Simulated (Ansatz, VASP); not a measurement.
One calculation of KF, two programs

```
K F
1.0
    -0.14367    2.65501    2.65501
     2.65501   -0.14367    2.65501
     2.65501    2.65501   -0.14367
K F
1 1
Direct
  0.00000 0.00000 0.00000
  0.50000 0.50000 0.50000
```

Alike in both runs: task single point; functional PBE; k mesh 8 × 8 × 8; occupations gaussian, width 0.05 eV; no spin polarisation.

|  | VASP | Ansatz |
| --- | --- | --- |
| version | VASP 6.6.1 | Ansatz 0.2.0 |
| potentials or method | VASP PAW PBE potentials, release 64 (K_sv, F), cutoff 520 eV | scalar-relativistic, plane waves, PAW |
| valence electrons in the cell | 16 | 16 |

Ansatz gave:

* gap on the k mesh at the Fermi level (eV): 5.81
* least direct gap on the mesh (eV): 5.81
* pressure (GPa): -0.5
* traceless stress, the component that is largest in VASP (GPa): 0.62

**Question.** Which values does VASP return?

**Answer.** gap on the k mesh at the Fermi level (eV): 5.79; least direct gap on the mesh (eV): 5.79; pressure (GPa): -0.5; traceless stress, the component that is largest in VASP (GPa): 0.62.
